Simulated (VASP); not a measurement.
A run of VASP 6.6.1 is set up as follows.

Contents of POSCAR:

```
AlN
1.0
    0.0000000000      2.1839935596      2.1839935596
    2.1839935596      0.0000000000      2.1839935596
    2.1839935596      2.1839935596      0.0000000000
Al N
1 1
Direct
   -0.0161883898      0.0161883898      0.0000000000
    0.7500000000      0.7500000000      0.7500000000
```

INCAR.step1

```
PREC = Accurate
ENCUT = 520
ISMEAR = 0
SIGMA = 0.05
LREAL = False
LASPH = True
NELM = 60
NBANDS = 11
GGA = PE
ALGO = Normal
EDIFF = 1E-4
LWAVE = True
LCHARG = False
```

The input INCAR.step2:

```
PREC = Accurate
ENCUT = 520
EDIFF = 1E-6
ISMEAR = 0
SIGMA = 0.05
LREAL = False
LASPH = True
NELM = 60
ALGO = Normal
ISIF = 2
LWAVE = False
LCHARG = False
METAGGA = R2SCAN
LMIXTAU = True
NBANDS = 11
ISTART = 1
```

KPOINTS

```
regular mesh
0
Gamma
  10 10 10
```

Potentials or basis: VASP PAW PBE potentials, release 64 (Al, N).

Command:

```console
$ cat potpaw_PBE.64/Al/POTCAR potpaw_PBE.64/N/POTCAR > POTCAR
$ cp INCAR.step1 INCAR
$ mpirun -np 1 vasp_std > vasp.out
$ cp INCAR.step2 INCAR
$ mpirun -np 1 vasp_std > vasp.out
```

Task: What does it give for the pressure?

Result: 0.2 GPa.

Task: Estimate the band gap on the k mesh.

Result: 3.80 eV (least direct gap 4.75 eV).

Task: Estimate the largest force.

Result: 0.765 eV/Å.

Forces in eV/Å, atoms in the order of the input:
```
Al  -0.538  0.538 -0.078
N    0.538 -0.538  0.078
```

Caveat: the cell differs from its parent crystal (all Al atoms moved +0.050 Å, as atom 1 along Cartesian [1 -1 0]); the PAW data sets were made with another functional, which shifts forces and pressure a little. A k mesh can miss the band edges.
